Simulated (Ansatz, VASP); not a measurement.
Two plane-wave programs on H2S

```xyz
3
Lattice="12.3256 0.0000 0.0000 0.0000 12.8256 0.0000 0.0000 0.0000 13.3256" Properties=species:S:1:pos:R:3 pbc="T T T"
S     6.5260    6.5546    6.1229
H     6.3630    5.5315    6.9889
H     5.7480    7.3657    6.8735
```

Alike in both runs: task single point; functional HSE06; dispersion D3(BJ); k mesh 1 × 1 × 1; occupations gaussian, width 0.005 eV; no spin polarisation.

```csv
,VASP,Ansatz
version,VASP 6.6.1,Ansatz 0.2.0
potentials or method,"VASP PAW PBE potentials, release 64 (S, H)","scalar-relativistic, plane waves, PAW"
plane-wave cutoff (eV),400,420
valence electrons in the cell,8,8
```

|  | VASP | Ansatz | Ansatz less VASP |
| --- | --- | --- | --- |
| gap on the k mesh at the Fermi level (eV) | 6.43 | 6.45 | +0.015 |
